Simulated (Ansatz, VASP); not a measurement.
# TePb: VASP beside Ansatz

INCAR

```
SYSTEM = TePb
  ALGO = Normal
  EDIFF = 1E-6
  ENCUT = 500
  GGA_COMPAT = .FALSE.
  ISIF = 2
  ISMEAR = 0
  LASPH = .TRUE.
  LCHARG = .TRUE.
  LELF = .TRUE.
  LREAL = .FALSE.
  LVHAR = .TRUE.
  LWAVE = .FALSE.
  NBANDS = 17
  NELM = 120
  PREC = Accurate
  SIGMA = 0.01
```

Contents of KPOINTS:

```
k-points
0
G
  6 6 6
  0 0 0
```

Contents of POSCAR:

```
TePb
1.0
    3.2547304084      3.2547304084      0.0000000000
   -3.2547304084      3.2547304084      0.0000000000
    0.0000000000      3.2547304084      3.1861928106
Te Pb
1 1
Direct
    0.5000000000      0.5000000000      0.0000000000
    0.0000000000      0.0000000000      0.0000000000
```

Input for Ansatz:

```yaml
crystal:
  lattice:
    - [3.25473040844, 3.25473040844, 0.0]
    - [-3.25473040844, 3.25473040844, 0.0]
    - [0.0, 3.25473040844, 3.18619281062]
  atoms:
    - { symbol: Te, position: [0.5, 0.5, 0.0] }
    - { symbol: Pb, position: [0.0, 0.0, 0.0] }
kpoints:
  mp_grid: { grid: [6, 6, 6] }
scf:
  occupations: { method: fixed }
  convergence: { dr2_threshold: 1.0e-10 }
hamiltonian:
  xc: lda
  pseudopotentials: { kind: all_electron, lapw: { basis_error: 0.0005 } }
output:
  forces: true
  stress: true
  eigenstates:
    kpoints:
      - [0.0, 0.0, 0.0]
      - [0.5, 0.0, 0.0]
      - [0.0, 0.5, 0.5]
      - [0.0, -0.5, 0.0]
      - [0.5, 0.0, 0.5]
      - [-0.5, -0.5, -0.5]
      - [-0.5, 0.5, 0.0]
      - [0.0, 0.0, -0.5]
  eigenvalues: true
```

Change from the starting cell: film at in-plane strain +0.02.

Alike in both runs: task single point; functional LDA; k mesh 6 × 6 × 6; no spin polarisation.

```csv
,VASP,Ansatz
version,VASP 6.6.1,Ansatz 0.2.0
potentials or method,"VASP PAW LDA potentials, release 64 (Te, Pb_d), cutoff 500 eV","all-electron LAPW, scalar-relativistic"
occupations,"gaussian, width 0.01 eV",fixed
```

VASP gave:

- gap on the k mesh at the Fermi level (eV): 0.61
- pressure (GPa): -1.6
- traceless stress, the component that is largest in VASP (GPa): 1.66

Q: What did Ansatz give for the same quantities?

A: gap on the k mesh at the Fermi level (eV): 0.63; pressure (GPa): -1.7; traceless stress, the component that is largest in VASP (GPa): 1.64.

LDA's correlation is that of Perdew and Zunger in VASP and of Perdew and Wang (1992) in Ansatz. Ansatz ran all-electron here, and VASP with PAW potentials.

Spin-orbit coupling is off throughout.
